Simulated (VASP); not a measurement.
# Ni (Fm-3m) in VASP: further runs

Ni is run at these levels: LDA; tasks: single point.

All numbers are computed with VASP 6.6.1; they aren't measurements. Logs are shortened: lines on timing, memory, paths and dates and some standing lists are left out, and cuts for length are marked.

**1. The cell of the first run**

It takes space group Fm-3m (No. 225, cubic). The conventional cell has a = 3.425 Å, b = 3.425 Å, c = 3.425 Å, α = 90.00°, β = 90.00°, γ = 90.00°. Within 3.2 Å of Ni (site symmetry m-3m) lie 12 Ni at 2.42 Å.

**2. Single point, LDA**

Input file INCAR:

```
PREC = Accurate
ENCUT = 520
EDIFF = 1E-7
ISMEAR = 0
SIGMA = 0.05
LREAL = F
LASPH = T
NELM = 80
ALGO = Normal
ISIF = 2
LWAVE = F
LCHARG = T
LELF = T
LVHAR = T
NBANDS = 11
```

Input file KPOINTS:

```
regular mesh
0
Gamma
  22 22 22
```

Input file POSCAR:

```
Ni
1.0
    0.0000000000      1.7123229041      1.7123229041
    1.7123229041      0.0000000000      1.7123229041
    1.7123229041      1.7123229041      0.0000000000
Ni
1
Direct
    0.0000000000      0.0000000000      0.0000000000
```

Potentials or basis: VASP PAW LDA potentials, release 64 (Ni).

Command:

```console
cat potpaw_LDA.64/Ni/POTCAR > POTCAR
mpirun -np 1 vasp_std > vasp.out
```

OUTCAR:

```text
PREC = Accurate
   ENCUT = 520
   EDIFF = 1E-7
   ISMEAR = 0
   LREAL = F
   LASPH = T
   NELM = 80
   ISIF = 2

 ion  position               nearest neighbor table
   1  0.000  0.000  0.000-

  LATTYP: Found a face centered cubic cell.
 ALAT       =     3.4246458082

  Lattice vectors:

 A1 = (   0.0000000000,   1.7123229041,   1.7123229041)
 A2 = (   1.7123229041,   0.0000000000,   1.7123229041)
 A3 = (   1.7123229041,   1.7123229041,   0.0000000000)

Analysis of symmetry for initial positions (statically):
=====================================================================
 Subroutine PRICEL returns:
 Original cell was already a primitive cell.

 Routine SETGRP: Setting up the symmetry group for a
 face centered cubic supercell.

 Subroutine GETGRP returns: Found 48 space group operations
 (whereof 48 operations were pure point group operations)
 out of a pool of 48 trial point group operations.

The static configuration has the point symmetry O_h .

Analysis of symmetry for dynamics (positions and initial velocities):
=====================================================================
 Subroutine PRICEL returns:
 Original cell was already a primitive cell.

 Routine SETGRP: Setting up the symmetry group for a
 face centered cubic supercell.

 Subroutine GETGRP returns: Found 48 space group operations
 (whereof 48 operations were pure point group operations)
 out of a pool of 48 trial point group operations.

The dynamic configuration has the point symmetry O_h .

 Subroutine INISYM returns: Found 48 space group operations
 (whereof 48 operations are pure point group operations),
 and found     1 'primitive' translations

----------------------------------------------------------------------------------------

                                     Primitive cell

  volume of cell :      10.0412

  direct lattice vectors                    reciprocal lattice vectors
     0.000000000  1.712322904  1.712322904    -0.292001000  0.292001000  0.292001000
     1.712322904  0.000000000  1.712322904     0.292001000 -0.292001000  0.292001000
     1.712322904  1.712322904  0.000000000     0.292001000  0.292001000 -0.292001000

  length of vectors
     2.421590274  2.421590274  2.421590274     0.505760568  0.505760568  0.505760568

  position of ions in fractional coordinates (direct lattice)
     0.000000000  0.000000000  0.000000000

  ion indices of the primitive-cell ions
   primitive index   ion index
                 1           1

----------------------------------------------------------------------------------------

 KPOINTS: regular mesh

Automatic generation of k-mesh.
 Grid dimensions read from file:
 generate k-points for:   22   22   22

 Generating k-lattice:

  Cartesian coordinates                     Fractional coordinates (reciprocal lattice)
    -0.013272773  0.013272773  0.013272773     0.045454545  0.000000000  0.000000000
     0.013272773 -0.013272773  0.013272773     0.000000000  0.045454545  0.000000000
     0.013272773  0.013272773 -0.013272773     0.000000000  0.000000000  0.045454545

  Length of vectors
     0.022989117  0.022989117  0.022989117

  Shift w.r.t. Gamma in fractional coordinates (k-lattice)
     0.000000000  0.000000000  0.000000000

 Subroutine IBZKPT returns following result:
 ===========================================

 Found    328 irreducible k-points:

 Following reciprocal coordinates:
            Coordinates               Weight
  0.000000  0.000000  0.000000      1.000000
  0.045455  0.000000  0.000000      8.000000
  0.090909  0.000000  0.000000      8.000000
  0.136364  0.000000  0.000000      8.000000
  0.181818  0.000000  0.000000      8.000000
  0.227273  0.000000  0.000000      8.000000
[... 16 lines left out ...]
  0.500000  0.045455  0.000000     24.000000
 -0.454545  0.045455  0.000000     24.000000
 [... further k-points ...]
   k-points           NKPTS =    328   k-points in BZ     NKDIM =    328   number of bands    NBANDS=     11
   number of dos      NEDOS =    301   number of ions     NIONS =      1
   total plane-waves  NPLWV =   5832
   dimension x,y,z NGX =    18 NGY =   18 NGZ =   18
   dimension x,y,z NGXF=    36 NGYF=   36 NGZF=   36
   ions per type =               1
   NGX,Y,Z   is equivalent  to a cutoff of  12.36, 12.36, 12.36 a.u.
   NGXF,Y,Z  is equivalent  to a cutoff of  24.71, 24.71, 24.71 a.u.
 SYSTEM =  unknown system
   PREC   = accura    normal or accurate (medium, high low for compatibility)
   ISTART =      0    job   : 0-new  1-cont  2-samecut
   ICHARG =      2    charge: 1-file 2-atom 10-const
   ISPIN  =      1    spin polarized calculation?
   LNONCOLLINEAR =      F non collinear calculations
   LSORBIT =      F    spin-orbit coupling
   LASPH  =      T    aspherical Exc in radial PAW
   ENCUT  =  520.0 eV  38.22 Ry    6.18 a.u.   4.50  4.50  4.50*2*pi/ulx,y,z
   NELM   =     80;   NELMIN=  2; NELMDL= -5     # of ELM steps
   EDIFF  = 0.1E-06   stopping-criterion for ELM
   LREAL  =      F    real-space projection
   EDIFFG = 0.1E-05   stopping-criterion for IOM
   NSW    =      0    number of steps for IOM
   IBRION =     -1    ionic relax: 0-MD 1-quasi-New 2-CG
   NFREE  =      0    steps in history (QN), initial steepest desc. (CG)
   ISIF   =      2    stress and relaxation
   ISYM   =      2    0-nonsym 1-usesym 2-fastsym
   POTIM  = 0.5000    time-step for ionic-motion
   TEBEG  =    0.0;   TEEND  =   0.0 temperature during run
   PSTRESS=    0.0 pullay stress
   NELECT =      10.0000    total number of electrons
   NUPDOWN=      -1.0000    fix difference up-down
   EMIN   =  10.00;   EMAX   =-10.00  energy-range for DOS
   EFERMI =   0.00;   METHOD = LEGACY
   ISMEAR =     0;   SIGMA  =   0.05  broadening in eV -4-tet -1-fermi 0-gaus
   EFERMI_NEDOS =   21; number of points for ismear=-14 and -15
   IALGO  =     38    algorithm
   IMIX   =      4    mixing-type and parameters
     AMIX     =   0.40;   BMIX     =  1.00
     AMIX_MAG =   1.60;   BMIX_MAG =  1.00
  volume/ion in A,a.u.               =      10.04        67.76
  Fermi-wavevector in a.u.,A,eV,Ry     =   1.634855  3.089427 36.364971  2.672750
  Thomas-Fermi vector in A             =   2.726425
   LORBIT       =      0    0 simple, 1 ext, 2 COOP (PROOUT), +10 PAW based schemes
   GGA     = CA    functional components
   LHFCALC =     F    Hartree Fock is set to
   AEXX    =    0.0000 exact exchange contribution
   IVDW    =     0    specifies the selected vdW correction
   LEPSILON=     F    determine dielectric tensor
   LRPA    =     F    only Hartree local field effects (RPA)
 non-spin polarized calculation
 Gauss-broadening in eV      SIGMA  =   0.05
  energy-cutoff  :      520.00
  volume of cell :       10.04
 maximum number of plane-waves:       290
 NGX is ok and might be reduce to    18
   NGX =  9   NGY =  9   NGZ =  9

 number of electron      10.0000000 magnetization

 number of electron       9.9999991 magnetization

 Free energy of the ion-electron system (eV)
  ---------------------------------------------------
  ext. energy  EPLUGINS =         0.00000000
  ---------------------------------------------------
  free energy    TOTEN  =        -6.54231021 eV

  energy without entropy =       -6.53686167  energy(sigma->0) =       -6.53958594

 E-fermi :  10.0577     XC(G=0): -14.0943

 val. band max:       10.0553766906   @ k =  -0.4545   0.2273   0.0455
 cond. band min:      10.0594175782   @ k =   0.4545   0.0909   0.0000
 fundamental gap:      0.0040408876
 Fermi energy:        10.0576816389

 k-point     1 :       0.0000    0.0000    0.0000
  band No.  band energies     occupation
      1       0.6871      2.00000
      2       7.9643      2.00000
      3       7.9643      2.00000
      4       7.9643      2.00000
      5       9.2411      2.00000
      6       9.2411      2.00000
      7      34.6618      0.00000
      8      39.0908      0.00000
      9      39.0908      0.00000
     10      39.0908      0.00000
     11      42.4131      0.00000

 k-point     2 :       0.0455    0.0000    0.0000
  band No.  band energies     occupation
      1       0.7732      2.00000
      2       7.9387      2.00000
      3       7.9855      2.00000
      4       7.9855      2.00000
      5       9.2315      2.00000
      6       9.2315      2.00000
      7      34.4736      0.00000
      8      37.8725      0.00000
      9      38.9121      0.00000
     10      38.9121      0.00000
     11      42.6819      0.00000

 k-point     3 :       0.0909    0.0000    0.0000
  band No.  band energies     occupation
      1       1.0289      2.00000
      2       7.8666      2.00000
      3       8.0436      2.00000
      4       8.0436      2.00000
      5       9.2082      2.00000
      6       9.2082      2.00000
      7      33.5143      0.00000
      8      36.4071      0.00000
      9      38.5058      0.00000
     10      38.5058      0.00000
     11      43.3161      0.00000

 k-point     4 :       0.1364    0.0000    0.0000
  band No.  band energies     occupation
      1       1.4457      2.00000
      2       7.7624      2.00000
      3       8.1213      2.00000
      4       8.1213      2.00000
      5       9.1882      2.00000
      6       9.1882      2.00000
      7      31.5125      0.00000
      8      35.8083      0.00000
      9      38.0463      0.00000
     10      38.0463      0.00000
     11      43.3436      0.00000
[... 239 lines left out ...]
 k-point    22 :       0.4545    0.0455    0.0000
  band No.  band energies     occupation
      1       5.1419      2.00000
      2       7.9049      2.00000
      3       7.9909      2.00000
      4       8.9694      2.00000
      5      10.0424      1.33498
      6      10.3564      0.00000
      7      17.6207      0.00000
      8      32.9552      0.00000
      9      35.1904      0.00000
     10      36.0470      0.00000
     11      39.9525      0.00000

 k-point    23 :       0.5000    0.0455    0.0000
  band No.  band energies     occupation
      1       5.2089      2.00000
      2       7.8832      2.00000
      3       7.9632      2.00000
      4       9.2758      2.00000
      5      10.0659      0.81513
      6      10.6453      0.00000
      7      16.7976      0.00000
      8      32.8058      0.00000
      9      35.5097      0.00000
     10      35.5792      0.00000
     11      40.0593      0.00000

 k-point    24 :      -0.4545    0.0455    0.0000
  band No.  band energies     occupation
      1       5.1967      2.00000
      2       7.8929      2.00000
      3       7.9639      2.00000
      4       9.2289      2.00000
      5      10.0188      1.72875
      6      10.6019      0.00000
      7      16.9741      0.00000
      8      32.7625      0.00000
      9      35.3105      0.00000
     10      35.9992      0.00000
     11      39.7009      0.00000

 [... further k-points ...]

------------------------ aborting loop because EDIFF is reached ----------------------------------------

  FORCE on cell =-STRESS in cart. coord.  units (eV):
  Direction    XX          YY          ZZ          XY          YZ          ZX
  --------------------------------------------------------------------------------------
  -------------------------------------------------------------------------------------
  Total       -0.0980761     -0.0980761     -0.0980761      0.0000000     -0.0000000     -0.0000000
  in kB      -15.6490125    -15.6490125    -15.6490125      0.0000000     -0.0000000     -0.0000000
  external PRESSURE =     -15.6490125 kB  Pullay stress =       0.0000000 kB

 VOLUME and BASIS-vectors are now :
 -----------------------------------------------------------------------------
  energy-cutoff  :      520.00
  volume of cell :       10.04
      direct lattice vectors                 reciprocal lattice vectors
     0.000000000  1.712322904  1.712322904    -0.292001000  0.292001000  0.292001000
     1.712322904  0.000000000  1.712322904     0.292001000 -0.292001000  0.292001000
     1.712322904  1.712322904  0.000000000     0.292001000  0.292001000 -0.292001000

 POSITION                                       TOTAL-FORCE (eV/Angst)
 -----------------------------------------------------------------------------------
      0.00000      0.00000      0.00000         0.000000      0.000000      0.000000
 -----------------------------------------------------------------------------------
    total drift:                                0.000000     -0.000000     -0.000000

  FREE ENERGIE OF THE ION-ELECTRON SYSTEM (eV)
  ---------------------------------------------------
  free  energy   TOTEN  =        -6.5423102081 eV

  energy  without entropy=       -6.5368616706  energy(sigma->0) =       -6.53958594
```

Run time: 25 s. Hardware: 1 thread of Intel Xeon Platinum 8259CL at 2.50GHz (Skylake/Cascade Lake), shared host; peak memory 0.14 GiB.

What came out:

```
Free energy            : -6.5423 eV
Pressure               : -1.6 GPa
Band gap on the k mesh : zero (band 5 reaches 10.26 eV, above the bottom of band 6 at 9.19 eV)
```

Caveat: the run has no spin polarisation, though such a crystal can be magnetic.

**3. Single point, LDA, collinear spin, ferromagnetic start (volume scaled by 0.960)**

Input file INCAR:

```
PREC = Accurate ; ENCUT = 520
EDIFF = 1E-6 ; ISMEAR = 0
SIGMA = 0.05 ; LREAL = F
LASPH = T ; NELM = 150
ALGO = Normal ; ISIF = 2
LWAVE = F ; LCHARG = F
ISPIN = 2 ; MAGMOM = 0.71
LORBIT = 11 ; LMAXMIX = 4
NBANDS = 15
```

KPOINTS is that of step 2.

Input file POSCAR:

```
Ni
1.0
    0.0000000000      1.6891805685      1.6891805685
    1.6891805685      0.0000000000      1.6891805685
    1.6891805685      1.6891805685      0.0000000000
Ni
1
Direct
    0.0000000000      0.0000000000      0.0000000000
```

Potentials or basis: VASP PAW LDA potentials, release 64 (Ni).

Command:

```console
cat potpaw_LDA.64/Ni/POTCAR > POTCAR
mpirun -np 1 vasp_std > vasp.out
```

It took 74 s on 1 thread of Intel Xeon Platinum 8259CL at 2.50GHz (Skylake/Cascade Lake), shared host; peak memory 0.17 GiB.

It converged, with:

```yaml
Free_energy: -6.5667 eV
Pressure: 10.6 GPa
Net_moment: 0.54 μB per cell
Site_moments: Ni +0.54 μB
Valence_electrons_inside_the_program's_atomic_spheres: Ni 9.56
```

Levels at points of the mesh, in eV from the Fermi level:
Spin up:
| k point | band 3 | band 4 | band 5 | band 6 | band 7 | band 8 |
| --- | --- | --- | --- | --- | --- | --- |
| (0.00, 0.00, 0.00) | -2.66 | -2.66 | -1.29 | -1.29 | 24.77 | 29.51 |
| (0.50, 0.00, 0.00) | -2.68 | -0.49 | -0.45 | -0.45 | 6.65 | 23.24 |
| (0.50, 0.50, 0.00) | -0.42 | -0.26 | -0.26 | 2.53 | 10.43 | 15.93 |
Spin down:
```tsv
k point	band 1	band 2	band 3	band 4	band 5	band 6	band 7	band 8	band 9	band 10
(0.00, 0.00, 0.00)	-9.82	-2.11	-2.11	-2.11	-0.78	-0.78	24.77	29.55	29.55	29.55
(0.50, 0.00, 0.00)	-5.15	-2.19	-2.19	-0.45	0.14	0.14	7.01	23.22	26.84	26.84
(0.50, 0.50, 0.00)	-5.08	-4.35	0.11	0.38	0.38	2.58	10.68	16.00	16.00	21.64
```

**4. Single point, LDA, collinear spin, ferromagnetic start (volume scaled by 0.980)**

Input file INCAR:

```
PREC     = Accurate       # precision mode
ENCUT    = 520            # plane-wave cutoff, eV
EDIFF    = 1E-7           # SCF threshold, eV
ISMEAR   = 0              # smearing method
SIGMA    = 0.05           # smearing width, eV
LREAL    = F              # projectors in reciprocal space
LASPH    = T              # aspherical terms in the spheres
NELM     = 150            # most SCF steps
ALGO     = Normal         # electronic algorithm
ISIF     = 2              # what is computed and relaxed
LWAVE    = F              # write WAVECAR
LCHARG   = F              # write CHGCAR
ISPIN    = 2              # spin polarisation
MAGMOM   = 0.72           # initial moments
LORBIT   = 11             # projections on sites
LMAXMIX  = 4              # l up to which the mixer works
GGA      = CA             # functional
NBANDS   = 15             # bands
```

KPOINTS is that of step 3.

Input file POSCAR:

```
Ni
1.0
    0.0000000000      1.7008304578      1.7008304578
    1.7008304578      0.0000000000      1.7008304578
    1.7008304578      1.7008304578      0.0000000000
Ni
1
Direct
    0.0000000000      0.0000000000      0.0000000000
```

Command:

```console
cat potpaw_LDA.64/Ni/POTCAR > POTCAR
mpirun -np 1 vasp_std > vasp.out
```

Run time: 81 s. Hardware: 1 thread of Intel Xeon Platinum 8259CL at 2.50GHz (Skylake/Cascade Lake), shared host; peak memory 0.17 GiB.

It converged, with:

* Free energy: -6.5763 eV
* Pressure: 4.7 GPa
* Net moment: 0.55 μB per cell
* Site moments: Ni +0.55 μB
* Valence electrons inside the program's atomic spheres: Ni 9.52

Levels at points of the mesh, in eV from the Fermi level:
Spin up:
| k point | band 2 | band 3 | band 4 | band 5 | band 6 | band 7 | band 8 | band 9 |
| --- | --- | --- | --- | --- | --- | --- | --- | --- |
| (0.00, 0.00, 0.00) | -2.61 | -2.61 | -2.61 | -1.27 | -1.27 | 24.61 | 29.17 | 29.17 |
| (0.50, 0.00, 0.00) | -2.62 | -2.62 | -0.46 | -0.46 | -0.45 | 6.48 | 23.08 | 26.35 |
| (0.50, 0.50, 0.00) | -4.69 | -0.44 | -0.28 | -0.28 | 2.51 | 10.22 | 15.72 | 15.72 |
Spin down:
```csv
k point,band 1,band 2,band 3,band 4,band 5,band 6,band 7,band 8,band 9,band 10
"(0.00, 0.00, 0.00)",-9.67,-2.04,-2.04,-2.04,-0.75,-0.75,24.60,29.21,29.21,29.21
"(0.50, 0.00, 0.00)",-5.02,-2.11,-2.11,-0.42,0.14,0.14,6.84,23.06,26.46,26.46
"(0.50, 0.50, 0.00)",-4.93,-4.22,0.11,0.37,0.37,2.56,10.48,15.79,15.79,21.36
```

**5. The runs side by side**

```csv
spin,cell,gap on the mesh (eV),pressure (GPa),moment (μB)
off,"a = 2.422 Å, angles 60.0°, 1 atom",none,-1.6,-
"collinear, ferromagnetic start","a = 2.389 Å, angles 60.0°, 1 atom",none,10.6,0.54
"collinear, ferromagnetic start","a = 2.405 Å, angles 60.0°, 1 atom",none,4.7,0.55
```

Alike in all rows: task single point; level LDA; potentials or basis VASP PAW LDA potentials, release 64 (Ni); k mesh 22 × 22 × 22; cutoff (eV) 520; smearing gaussian 0.05 eV.

Total energies depend on the potentials used, so only differences within one code and one set of settings carry meaning.
